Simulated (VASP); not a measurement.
Runs of VASP 6.6.1 on AlRu. The structure is that of space group Pm-3m (No. 221), or close to it. The cells are those of the table. 

| task | cell | k mesh | cutoff (eV) | gap on the mesh (eV) | pressure (GPa) |
| --- | --- | --- | --- | --- | --- |
| single point | a = 3.041 Å, 2 atoms | 14 × 14 × 14 | 520 | none | (a) |
| single point | a = 2.922 Å, 2 atoms | 14 × 14 × 14 | 520 | none | 15.9 |
| single point | a = 2.983 Å, 2 atoms | 14 × 14 × 14 | 520 | none | 0.1 |
| single point | a = 2.952 Å, 2 atoms | 14 × 14 × 14 | 520 | none | 7.4 |
| single point | a = 3.012 Å, 2 atoms | 14 × 14 × 14 | 520 | none | (b) |
| relaxation of cell and atoms | relaxed from a = 2.992 Å, 2 atoms | 14 × 14 × 14 | 600 | none | 0.0 |
| single point | a = 2.992 Å, 2 atoms | 6 × 6 × 6 | 520 | none | -2.0 |

Alike in all rows: level r2SCAN; potentials or basis VASP PAW PBE potentials, release 64 (Al, Ru_pv); no spin polarisation; smearing gaussian 0.1 eV.

Estimate the missing entries.

(a) -11.3; (b) -6.0.

Caveats: the PAW data sets were made with another functional, which shifts forces and pressure a little.

A k mesh can miss the band edges, and the runs leave out spin-orbit coupling on Ru.

A gap of «none» marks levels without a gap at the run's occupations.
